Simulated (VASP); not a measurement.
Al2O3: single point with r2SCAN

Al2O3:

```
Al O
1.0
     3.01464    0.00000    0.00000
    -1.50732    2.61075    0.00000
     0.00000    0.00000    6.87460
Al O
2 3
Direct
  0.00000 0.00000 0.18094
  0.00000 0.00000 0.81906
  0.33333 0.66667 0.26801
  0.66667 0.33333 0.00000
  0.33333 0.66667 0.73199
```

This cell differs from its parent crystal: ratio of the length along z to the lengths across it x 0.85, volume and fractional coordinates fixed.

```json
{
  "Program": "VASP 6.6.1",
  "Task": "single point",
  "Functional": "r2SCAN",
  "Potentials or basis": "VASP PAW PBE potentials, release 64 (Al, O)",
  "Cutoff": "520 eV",
  "k mesh": "12 × 12 × 4",
  "Occupations": "gaussian, width 0.05 eV",
  "Spin": "no spin polarisation",
  "Dipole correction": "no",
  "Further INCAR settings": "ALGO = Normal; EDIFF = 1e-06; NBANDS = 20"
}
```

```
Pressure               : -8.7 GPa
Largest force          : 2.647 eV/Å
Band gap on the k mesh : 3.61 eV (least direct gap 3.76 eV)
```

Forces on the atoms (eV/Å):
```
Al   0.000  0.000  2.647
Al   0.000  0.000 -2.647
O    0.000  0.000  0.209
O    0.000  0.000  0.000
O    0.000  0.000 -0.209
```

Stress tensor (GPa, compression positive):
```
-24.64   0.00   0.00
  0.00 -24.64   0.00
  0.00   0.00  23.33
```

Levels at points of the mesh, in eV from the valence-band top:
```csv
k point,band 9,band 10,band 11,band 12,band 13,band 14,band 15,band 16
"(0.00, 0.00, 0.00)",-1.87,-1.57,-1.57,-0.14,3.61,6.88,8.35,11.95
"(0.50, 0.00, 0.00)",-2.33,-1.67,-1.06,-0.80,6.53,8.98,9.84,11.02
"(0.00, 0.00, 0.50)",-1.85,-1.55,-1.55,-0.91,4.08,6.76,7.92,12.74
"(0.50, 0.00, 0.50)",-2.50,-1.63,-1.24,-0.60,6.60,9.17,10.06,10.20
```

It took 110 s on 1 thread of Intel(R) Xeon(R) 6975P-C (Granite Rapids) (shared host), peak memory 0.21 GiB.

Caveat: the cell stands under tension; the PAW data sets were made with another functional, which shifts forces and pressure a little. A k mesh can miss the band edges.
